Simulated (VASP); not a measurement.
# BeTe (F-43m) in VASP: notebook

The runs below take BeTe through single point, relaxation of cell and atoms, with PBEsol.

Everything below comes from runs of VASP 6.6.1. Logs are shortened: lines on timing, memory, paths and dates and some standing lists are left out, and cuts for length are marked.

## Step 1: The cell of the first run

It takes space group F-43m (No. 216, cubic). The conventional cell has a = 5.663 Å, b = 5.663 Å, c = 5.663 Å, α = 90.00°, β = 90.00°, γ = 90.00°. Within 3.2 Å of Be (site symmetry -43m) lie 4 Te at 2.45 Å. Te (site symmetry -43m) has 4 Be at 2.45 Å within 3.2 Å.

## Step 2: Single point, PBEsol

Input file INCAR:

```
  PREC = Accurate
  ENCUT = 600
  EDIFF = 1E-6
  ISMEAR = 0
  SIGMA = 0.1
  LREAL = False
  LASPH = True
  NELM = 120
  ALGO = Normal
  ISIF = 2
  LWAVE = False
  LCHARG = False
  GGA = PS
  NBANDS = 11
  GGA_COMPAT = False
```

Input file KPOINTS:

```
regular mesh
0
Gamma
  6 6 6
```

Input file POSCAR:

```
BeTe
1.0
    0.0000000000      2.8314587900      2.8314587900
    2.8314587900      0.0000000000      2.8314587900
    2.8314587900      2.8314587900      0.0000000000
Be Te
1 1
Direct
    0.0000000000      0.0000000000      0.0000000000
    0.2500000000      0.2500000000      0.2500000000
```

Potentials or basis: VASP PAW PBE potentials, release 64 (Be, Te).

Run with:

```bash
$ cat potpaw_PBE.64/Be/POTCAR potpaw_PBE.64/Te/POTCAR > POTCAR
$ mpirun -np 1 vasp_std > vasp.out
```

OUTCAR:

```text
PREC = Accurate
   ENCUT = 600
   EDIFF = 1E-6
   ISMEAR = 0
   LREAL = False
   LASPH = True
   NELM = 120
   ISIF = 2
   GGA = PS

 ion  position               nearest neighbor table
   1  0.000  0.000  0.000-   2 2.45   2 2.45   2 2.45   2 2.45
   2  0.250  0.250  0.250-   1 2.45   1 2.45   1 2.45   1 2.45

  LATTYP: Found a face centered cubic cell.
 ALAT       =     5.6629175800

  Lattice vectors:

 A1 = (   0.0000000000,   2.8314587900,   2.8314587900)
 A2 = (   2.8314587900,   0.0000000000,   2.8314587900)
 A3 = (   2.8314587900,   2.8314587900,   0.0000000000)

Analysis of symmetry for initial positions (statically):
=====================================================================
 Subroutine PRICEL returns:
 Original cell was already a primitive cell.

 Routine SETGRP: Setting up the symmetry group for a
 face centered cubic supercell.

 Subroutine GETGRP returns: Found 24 space group operations
 (whereof 24 operations were pure point group operations)
 out of a pool of 48 trial point group operations.

The static configuration has the point symmetry T_d .

Analysis of symmetry for dynamics (positions and initial velocities):
=====================================================================
 Subroutine PRICEL returns:
 Original cell was already a primitive cell.

 Routine SETGRP: Setting up the symmetry group for a
 face centered cubic supercell.

 Subroutine GETGRP returns: Found 24 space group operations
 (whereof 24 operations were pure point group operations)
 out of a pool of 48 trial point group operations.

The dynamic configuration has the point symmetry T_d .

 Subroutine INISYM returns: Found 24 space group operations
 (whereof 24 operations are pure point group operations),
 and found     1 'primitive' translations

----------------------------------------------------------------------------------------

                                     Primitive cell

  volume of cell :      45.4005

  direct lattice vectors                    reciprocal lattice vectors
     0.000000000  2.831458790  2.831458790    -0.176587419  0.176587419  0.176587419
     2.831458790  0.000000000  2.831458790     0.176587419 -0.176587419  0.176587419
     2.831458790  2.831458790  0.000000000     0.176587419  0.176587419 -0.176587419

  length of vectors
     4.004287422  4.004287422  4.004287422     0.305858382  0.305858382  0.305858382

  position of ions in fractional coordinates (direct lattice)
[... 76 lines left out ...]
   ISIF   =      2    stress and relaxation
   ISYM   =      2    0-nonsym 1-usesym 2-fastsym
   POTIM  = 0.5000    time-step for ionic-motion
   TEBEG  =    0.0;   TEEND  =   0.0 temperature during run
   PSTRESS=    0.0 pullay stress
   NELECT =       8.0000    total number of electrons
   NUPDOWN=      -1.0000    fix difference up-down
   EMIN   =  10.00;   EMAX   =-10.00  energy-range for DOS
   EFERMI =   0.00;   METHOD = LEGACY
   ISMEAR =     0;   SIGMA  =   0.10  broadening in eV -4-tet -1-fermi 0-gaus
   EFERMI_NEDOS =   21; number of points for ismear=-14 and -15
   IALGO  =     38    algorithm
   IMIX   =      4    mixing-type and parameters
     AMIX     =   0.40;   BMIX     =  1.00
     AMIX_MAG =   1.60;   BMIX_MAG =  1.00
  volume/ion in A,a.u.               =      22.70       153.19
  Fermi-wavevector in a.u.,A,eV,Ry     =   0.917807  1.734403 11.461129  0.842369
  Thomas-Fermi vector in A             =   2.042817
   LORBIT       =      0    0 simple, 1 ext, 2 COOP (PROOUT), +10 PAW based schemes
   GGA     = PS    functional components
   LHFCALC =     F    Hartree Fock is set to
   AEXX    =    0.0000 exact exchange contribution
   IVDW    =     0    specifies the selected vdW correction
   LEPSILON=     F    determine dielectric tensor
   LRPA    =     F    only Hartree local field effects (RPA)
 non-spin polarized calculation
 Gauss-broadening in eV      SIGMA  =   0.10
  energy-cutoff  :      600.00
  volume of cell :       45.40
 maximum number of plane-waves:      1527
   NGX = 15   NGY = 15   NGZ = 15

 number of electron       8.0000000 magnetization

 Free energy of the ion-electron system (eV)
  ---------------------------------------------------
  ext. energy  EPLUGINS =         0.00000000
  ---------------------------------------------------
  free energy    TOTEN  =        -8.20416671 eV

  energy without entropy =       -8.20416671  energy(sigma->0) =       -8.20416671

 E-fermi :   5.2671     XC(G=0):  -9.1357

 val. band max:        4.8235834263   @ k =   0.0000   0.0000   0.0000
 cond. band min:       6.7152407616   @ k =   0.5000   0.5000   0.0000
 fundamental gap:      1.8916573353
 Fermi energy:         5.2670579756

 k-point     1 :       0.0000    0.0000    0.0000
  band No.  band energies     occupation
      1      -7.4014      2.00000
      2       4.8236      2.00000
      3       4.8236      2.00000
      4       4.8236      2.00000
      5       8.4350      0.00000
      6       8.4350      0.00000
      7       8.4350      0.00000
      8       8.4371      0.00000
      9      12.9850      0.00000
     10      15.0280      0.00000
     11      15.0280      0.00000
[... 197 lines left out ...]
 k-point    16 :      -0.3333    0.5000    0.1667
  band No.  band energies     occupation
      1      -5.5932      2.00000
      2       0.1137      2.00000
      3       1.4879      2.00000
      4       1.7826      2.00000
      5       8.4481      0.00000
      6       9.0517      0.00000
      7      12.0514      0.00000
      8      12.3619      0.00000
      9      15.6549      0.00000
     10      16.4062      0.00000
     11      17.5684      0.00000

------------------------ aborting loop because EDIFF is reached ----------------------------------------

  FORCE on cell =-STRESS in cart. coord.  units (eV):
  Direction    XX          YY          ZZ          XY          YZ          ZX
  --------------------------------------------------------------------------------------
  -------------------------------------------------------------------------------------
  Total       -0.4210687     -0.4210687     -0.4210687      0.0000000      0.0000000      0.0000000
  in kB      -14.8594515    -14.8594515    -14.8594515      0.0000000      0.0000000      0.0000000
  external PRESSURE =     -14.8594515 kB  Pullay stress =       0.0000000 kB

 VOLUME and BASIS-vectors are now :
 -----------------------------------------------------------------------------
  energy-cutoff  :      600.00
  volume of cell :       45.40
      direct lattice vectors                 reciprocal lattice vectors
     0.000000000  2.831458790  2.831458790    -0.176587419  0.176587419  0.176587419
     2.831458790  0.000000000  2.831458790     0.176587419 -0.176587419  0.176587419
     2.831458790  2.831458790  0.000000000     0.176587419  0.176587419 -0.176587419

 POSITION                                       TOTAL-FORCE (eV/Angst)
 -----------------------------------------------------------------------------------
      0.00000      0.00000      0.00000         0.000000     -0.000000      0.000000
      1.41573      1.41573      1.41573        -0.000000      0.000000     -0.000000
 -----------------------------------------------------------------------------------
    total drift:                                0.000000      0.000000      0.000000

  FREE ENERGIE OF THE ION-ELECTRON SYSTEM (eV)
  ---------------------------------------------------
  free  energy   TOTEN  =        -8.2041667075 eV

  energy  without entropy=       -8.2041667075  energy(sigma->0) =       -8.20416671
```

OSZICAR:

```text
N       E                     dE             d eps       ncg     rms          rms(c)
DAV:   1     0.226394125807E+02    0.22639E+02   -0.34785E+03   352   0.647E+02
DAV:   2    -0.679354877604E+01   -0.29433E+02   -0.27813E+02   421   0.104E+02
DAV:   3    -0.831176025457E+01   -0.15182E+01   -0.15146E+01   473   0.247E+01
DAV:   4    -0.832829402001E+01   -0.16534E-01   -0.16531E-01   409   0.278E+00
DAV:   5    -0.832865425366E+01   -0.36023E-03   -0.36023E-03   481   0.425E-01    0.384E+00
DAV:   6    -0.823765171941E+01    0.91003E-01   -0.79427E-02   412   0.111E+00    0.231E+00
DAV:   7    -0.820387192655E+01    0.33780E-01   -0.87978E-02   409   0.126E+00    0.360E-01
DAV:   8    -0.820403958034E+01   -0.16765E-03   -0.44239E-03   403   0.382E-01    0.800E-02
DAV:   9    -0.820415111995E+01   -0.11154E-03   -0.16647E-04   422   0.802E-02    0.218E-02
DAV:  10    -0.820416602231E+01   -0.14902E-04   -0.27098E-05   399   0.251E-02    0.106E-02
DAV:  11    -0.820416670753E+01   -0.68522E-06   -0.84736E-07   443   0.575E-03
   1 F= -.82041667E+01 E0= -.82041667E+01  d E =-.225339E-11
```

Wall time 7.3 s (1 thread of Intel Xeon Platinum 8259CL at 2.50GHz (Skylake/Cascade Lake), shared host); peak memory 0.18 GiB.

Results:

```yaml
Free_energy: -8.2042 eV
Pressure: -1.5 GPa
Band_gap_on_the_k_mesh: 1.89 eV (least direct gap 3.61 eV)
```

Caveat: the PAW data sets were made with another functional, which shifts forces and pressure a little; spin-orbit coupling is left out, which moves the levels of the heavy elements.

## Step 3: Single point, PBEsol

This run uses another cell than the first one, of 22.01 Å³/atom.

Input file INCAR:

```
PREC = Accurate ; ENCUT = 600
EDIFF = 1E-6 ; ISMEAR = 0
SIGMA = 0.02 ; LREAL = False
LASPH = True ; NELM = 120
ALGO = Normal ; ISIF = 2
LWAVE = False ; LCHARG = True
GGA = PS ; LELF = True
LVHAR = True ; NBANDS = 11
GGA_COMPAT = False
```

Input file KPOINTS:

```
regular mesh
0
Gamma
  8 8 8
```

Input file POSCAR:

```
BeTe
1.0
    0.0000000000      2.8023960452      2.8023960452
    2.8023960452      0.0000000000      2.8023960452
    2.8023960452      2.8023960452      0.0000000000
Be Te
1 1
Direct
    0.0000000000      0.0000000000      0.0000000000
    0.2500000000      0.2500000000      0.2500000000
```

Potentials or basis: VASP PAW PBE potentials, release 64 (Be, Te).

Run with:

```bash
$ cat potpaw_PBE.64/Be/POTCAR potpaw_PBE.64/Te/POTCAR > POTCAR
$ mpirun -np 1 vasp_std > vasp.out
```

OUTCAR:

```text
PREC = Accurate
   ENCUT = 600
   EDIFF = 1E-6
   ISMEAR = 0
   LREAL = False
   LASPH = True
   NELM = 120
   ISIF = 2
   GGA = PS

 ion  position               nearest neighbor table
   1  0.000  0.000  0.000-   2 2.43   2 2.43   2 2.43   2 2.43
   2  0.250  0.250  0.250-   1 2.43   1 2.43   1 2.43   1 2.43

  LATTYP: Found a face centered cubic cell.
 ALAT       =     5.6047920904

  Lattice vectors:

 A1 = (   0.0000000000,   2.8023960452,   2.8023960452)
[... 521 lines left out ...]

------------------------ aborting loop because EDIFF is reached ----------------------------------------

  FORCE on cell =-STRESS in cart. coord.  units (eV):
  Direction    XX          YY          ZZ          XY          YZ          ZX
  --------------------------------------------------------------------------------------
  -------------------------------------------------------------------------------------
  Total        0.0708897      0.0708897      0.0708897      0.0000000     -0.0000000     -0.0000000
  in kB        2.5803312      2.5803312      2.5803312      0.0000000     -0.0000000     -0.0000000
  external PRESSURE =       2.5803312 kB  Pullay stress =       0.0000000 kB

 VOLUME and BASIS-vectors are now :
 -----------------------------------------------------------------------------
  energy-cutoff  :      600.00
  volume of cell :       44.02
      direct lattice vectors                 reciprocal lattice vectors
     0.000000000  2.802396045  2.802396045    -0.178418750  0.178418750  0.178418750
     2.802396045  0.000000000  2.802396045     0.178418750 -0.178418750  0.178418750
     2.802396045  2.802396045  0.000000000     0.178418750  0.178418750 -0.178418750

 POSITION                                       TOTAL-FORCE (eV/Angst)
 -----------------------------------------------------------------------------------
      0.00000      0.00000      0.00000        -0.000000     -0.000000     -0.000000
      1.40120      1.40120      1.40120         0.000000      0.000000      0.000000
 -----------------------------------------------------------------------------------
    total drift:                                0.000000      0.000000      0.000000

  FREE ENERGIE OF THE ION-ELECTRON SYSTEM (eV)
  ---------------------------------------------------
  free  energy   TOTEN  =        -8.2158492314 eV

  energy  without entropy=       -8.2158492314  energy(sigma->0) =       -8.21584923
```

OSZICAR:

```text
N       E                     dE             d eps       ncg     rms          rms(c)
DAV:   1     0.201431571059E+02    0.20143E+02   -0.36156E+03   638   0.662E+02
DAV:   2    -0.724351930464E+01   -0.27387E+02   -0.26475E+02   841   0.967E+01
DAV:   3    -0.834976721324E+01   -0.11062E+01   -0.11041E+01   842   0.207E+01
DAV:   4    -0.836114936214E+01   -0.11382E-01   -0.11380E-01   778   0.230E+00
DAV:   5    -0.836136536323E+01   -0.21600E-03   -0.21600E-03   790   0.306E-01    0.405E+00
DAV:   6    -0.825382595077E+01    0.10754E+00   -0.10144E-01   746   0.126E+00    0.242E+00
DAV:   7    -0.821567988787E+01    0.38146E-01   -0.10127E-01   749   0.135E+00    0.413E-01
DAV:   8    -0.821572121187E+01   -0.41324E-04   -0.52160E-03   719   0.414E-01    0.899E-02
DAV:   9    -0.821583243720E+01   -0.11123E-03   -0.18168E-04   788   0.843E-02    0.274E-02
DAV:  10    -0.821584892695E+01   -0.16490E-04   -0.32356E-05   703   0.277E-02    0.126E-02
DAV:  11    -0.821584923139E+01   -0.30443E-06   -0.93638E-07   791   0.610E-03
   1 F= -.82158492E+01 E0= -.82158492E+01  d E =-.178857E-24
```

stdout:

```text
POSCAR found type information on POSCAR BeTe
 POSCAR found :  2 types and       2 ions
 scaLAPACK will be used
 -----------------------------------------------------------------------------
|                                                                             |
|                                                                             |
|     You enforced a specific xc type in the INCAR file but a different       |
|     I HOPE YOU KNOW WHAT YOU ARE DOING!                                     |
|                                                                             |
 -----------------------------------------------------------------------------

 LDA part: xc-table for (Slater+PW92), standard interpolation
 POSCAR, INCAR and KPOINTS ok, starting setup
 FFT: planning ... GRIDC
 FFT: planning ... GRID_SOFT
 FFT: planning ... GRID
 WAVECAR not read
 entering main loop
```

Wall time 11 s (1 thread of Intel Xeon Platinum 8259CL at 2.50GHz (Skylake/Cascade Lake), shared host); peak memory 0.18 GiB.

Results:

| Item | Value |
| --- | --- |
| Free energy | -8.2158 eV |
| Pressure | 0.3 GPa |
| Band gap on the k mesh | 1.82 eV (least direct gap 3.59 eV) |

Levels at points of the mesh, in eV from the valence-band top:
```csv
k point,band 1,band 2,band 3,band 4,band 5,band 6,band 7,band 8
"(0.00, 0.00, 0.00)",-12.43,0.00,0.00,0.00,3.59,3.59,3.59,3.84
"(0.50, 0.00, 0.00)",-11.04,-5.67,-1.16,-1.16,3.07,4.55,4.55,7.66
"(0.50, 0.50, 0.00)",-10.54,-5.21,-2.71,-2.71,1.82,2.59,9.80,9.80
```

Caveat: the PAW data sets were made with another functional, which shifts forces and pressure a little; spin-orbit coupling is left out, which moves the levels of the heavy elements.

## Step 4: Single point, PBEsol

This run uses another cell than the first one, of 22.01 Å³/atom.

Input file INCAR:

```
SYSTEM = BeTe
  PREC = Accurate
  ENCUT = 600
  EDIFF = 1E-6
  ISMEAR = 0
  SIGMA = 0.02
  LREAL = .False.
  LASPH = .True.
  NELM = 120
  ALGO = Normal
  ISIF = 2
  LWAVE = .False.
  LCHARG = .False.
  GGA = PS
  NBANDS = 11
  GGA_COMPAT = .False.
```

Input file KPOINTS:

```
Automatic mesh
0
Gamma
  8 8 8
  0 0 0
```

POSCAR is that of step 3.

Run with:

```bash
$ cat potpaw_PBE.64/Be/POTCAR potpaw_PBE.64/Te/POTCAR > POTCAR
$ mpirun -np 1 vasp_std > vasp.out
```

It took 10 s on 1 thread of Intel Xeon Platinum 8259CL at 2.50GHz (Skylake/Cascade Lake), shared host; peak memory 0.18 GiB.

It converged, with:

* Free energy: -8.2158 eV
* Pressure: 0.3 GPa
* Band gap on the k mesh: 1.82 eV (least direct gap 3.59 eV)

Levels at points of the mesh, in eV from the valence-band top:
```csv
k point,band 1,band 2,band 3,band 4,band 5,band 6,band 7,band 8,band 9
"(0.00, 0.00, 0.00)",-12.43,0.00,0.00,0.00,3.59,3.59,3.59,3.84,8.21
"(0.50, 0.00, 0.00)",-11.04,-5.67,-1.16,-1.16,3.07,4.55,4.55,7.66,10.90
"(0.50, 0.50, 0.00)",-10.54,-5.21,-2.71,-2.71,1.82,2.59,9.80,9.80,11.59
```

Caveat: the PAW data sets were made with another functional, which shifts forces and pressure a little; spin-orbit coupling is left out, which moves the levels of the heavy elements. A k mesh can miss the band edges.

## Step 5: Relaxation of cell and atoms, PBEsol

Input file INCAR:

```
PREC     = Accurate       # precision mode
ENCUT    = 600            # plane-wave cutoff, eV
EDIFF    = 1E-7           # SCF threshold, eV
ISMEAR   = 0              # smearing method
SIGMA    = 0.02           # smearing width, eV
LREAL    = F              # projectors in reciprocal space
LASPH    = T              # aspherical terms in the spheres
NELM     = 120            # most SCF steps
ALGO     = Normal         # electronic algorithm
ISIF     = 3              # what is computed and relaxed
LWAVE    = F              # write WAVECAR
LCHARG   = F              # write CHGCAR
GGA      = PS             # functional
IBRION   = 2              # ionic algorithm
NSW      = 100            # ionic steps
EDIFFG   = -0.002         # ionic threshold
GGA_COMPAT= F            
NELMIN   = 4
```

Input file KPOINTS:

```
regular mesh
0
Gamma
  8 8 8
```

Input file POSCAR:

```
BeTe
1.0
    0.0000000000      2.8314587900      2.8314587900
    2.8314587900      0.0000000000      2.8314587900
    2.8314587900      2.8314587900      0.0000000000
Be Te
1 1
Direct
    0.0000000000      0.0000000000      0.0000000000
    0.2500000000      0.2500000000      0.2500000000
```

Run with:

```bash
$ cat potpaw_PBE.64/Be/POTCAR potpaw_PBE.64/Te/POTCAR > POTCAR
$ mpirun -np 1 vasp_std > vasp.out
```

Wall time 21 s (1 thread of Intel Xeon Platinum 8259CL at 2.50GHz (Skylake/Cascade Lake), shared host); peak memory 0.18 GiB.

The run converged. Its results:

```yaml
Free_energy: -8.2160 eV
Relaxed_volume: 22.10 Å³/atom
Relaxed_cell: a = 3.968 Å, b = 3.968 Å, c = 3.968 Å, α = 60.00°, β = 60.00°, γ = 60.00°
Space_group_after_relaxing_to_0.1_Å: F-43m (No. 216)
Energy_gained_by_relaxing: 3.0 meV/atom
Ionic_steps: 3
Pressure_after_relaxing: 0.0 GPa
Band_gap_on_the_k_mesh: 1.83 eV (least direct gap 3.59 eV)
```

Step by step:
```
step  energy change (eV)  largest force (eV/Å)  pressure (GPa)  volume (Å³)
   1              0.0000                0.0000           -1.54        45.40
   2             -0.0057                0.0000            0.29        43.99
   3             -0.0059                0.0000            0.01        44.19
```

Final structure:
```
Be Te
1.0
     0.00000    2.80612    2.80612
     2.80612    0.00000    2.80612
     2.80612    2.80612    0.00000
Be Te
1 1
Direct
  0.00000 0.00000 0.00000
  0.25000 0.25000 0.25000
```

Levels at points of the mesh, in eV from the valence-band top:
| k point | band 1 | band 2 | band 3 | band 4 | band 5 | band 6 | band 7 | band 8 |
| --- | --- | --- | --- | --- | --- | --- | --- | --- |
| (0.00, 0.00, 0.00) | -12.40 | 0.00 | 0.00 | 0.00 | 3.59 | 3.59 | 3.59 | 3.81 |
| (0.50, 0.00, 0.00) | -11.03 | -5.64 | -1.15 | -1.15 | 3.06 | 4.55 | 4.55 | 7.66 |
| (0.50, 0.50, 0.00) | -10.52 | -5.19 | -2.70 | -2.70 | 1.83 | 2.60 | 9.77 | 9.77 |

Caveat: the PAW data sets were made with another functional, which shifts forces and pressure a little; spin-orbit coupling is left out, which moves the levels of the heavy elements. A k mesh can miss the band edges.

## Step 6: Summary

| task | cell | k mesh | smearing | gap on the mesh (eV) | pressure (GPa) |
| --- | --- | --- | --- | --- | --- |
| single point | a = 4.004 Å, angles 60.0°, 2 atoms | 6 × 6 × 6 | gaussian 0.1 eV | 1.89 | -1.5 |
| single point | a = 3.963 Å, angles 60.0°, 2 atoms | 8 × 8 × 8 | gaussian 0.02 eV | 1.82 | 0.3 |
| relaxation of cell and atoms | relaxed from a = 4.004 Å, angles 60.0°, 2 atoms | 8 × 8 × 8 | gaussian 0.02 eV | 1.83 | 0.0 |

Alike in all rows: level PBEsol; potentials or basis VASP PAW PBE potentials, release 64 (Be, Te); no spin polarisation; cutoff (eV) 600.

Caveats: the PAW data sets were made with another functional, which shifts forces and pressure a little; spin-orbit coupling is left out, which moves the levels of the heavy elements.

Total energies depend on the potentials used, so only differences within one code and one set of settings carry meaning.
